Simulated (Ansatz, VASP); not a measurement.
**BiTe in VASP and in Ansatz**

```
Bi Te
1.0
     0.00000    3.17136    3.17136
     3.17136    0.00000    3.17136
     3.17136    3.17136    0.00000
Bi Te
1 1
Direct
  0.00000 0.00000 0.00000
  0.50000 0.50000 0.50000
```

Alike in both runs: functional r2SCAN; k mesh 9 × 9 × 9; occupations fermi-dirac, width 0.1 eV; no spin polarisation.

Ansatz relaxed the structure, and its values are those at the end. VASP's run is a single point on that final structure, the one shown.

```csv
,VASP,Ansatz
version,VASP 6.6.1,Ansatz 0.2.0
potentials or method,"VASP PAW PBE potentials, release 64 (Bi_d, Te), cutoff 520 eV",PAW plane waves
valence electrons in the cell,21,31
```

VASP gave:

| Quantity | Value |
| --- | --- |
| pressure (GPa) | 3.5 |

Question: What did Ansatz give for the same quantities?

Answer: Pressure (GPa): 3.6.

VASP's potentials were made for PBE, not for r2SCAN. With one functional, cell and mesh, what is left measures potentials, basis and numerics. VASP's potentials hold 21 valence electrons a cell and Ansatz's 31, so a difference there can come from the potentials and not from the codes. Ansatz's warnings: stress scf threshold loose.

Neither program's run includes spin-orbit coupling.
